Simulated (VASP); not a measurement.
C:

```xyz
2
Lattice="0.0000 1.7834 1.7834 1.7834 0.0000 1.7834 1.7834 1.7834 0.0000" Properties=species:S:1:pos:R:3 pbc="T T T"
C     2.6751    2.6751    2.6751
C     1.7834    1.7834    1.7834
```

```yaml
Program: VASP 6.6.1
Task: relaxation of cell and atoms
Functional: PBEsol
Dispersion: D4
Potentials_or_basis: VASP PAW PBE potentials, release 64 (C)
Cutoff: 600 eV
k_mesh: 13 × 13 × 13
Occupations: fermi-dirac, width 0.05 eV
Spin: no spin polarisation
```

At the start: pressure -7.4 GPa; volume 5.67 Å³/atom.

Q: Where does the relaxation end?

A: Over 3 steps the energy falls by 2.2 meV/atom and the volume is 5.58 Å³/atom (-1.7 %); space group Fd-3m (No. 227, to 0.1 Å) before and after.

Step by step:
```tsv
step	energy change (eV)	largest force (eV/Å)	pressure (GPa)	volume (Å³)
1	0.0000	0.0000	-7.43	11.34
2	0.0029	0.0000	10.16	10.92
3	-0.0045	0.0000	-0.03	11.16
```

Final structure:
```
C
1.0
     0.00000    1.77343    1.77343
     1.77343    0.00000    1.77343
     1.77343    1.77343    0.00000
C
2
Direct
  0.75000 0.75000 0.75000
  0.50000 0.50000 0.50000
```

The cell as given is a measured one (5.67 Å³/atom); PBEsol+D4 puts the equilibrium volume -1.7 % from it, thermal expansion not counted.

Caveat: the PAW data sets were made with another functional, which shifts forces and pressure a little.
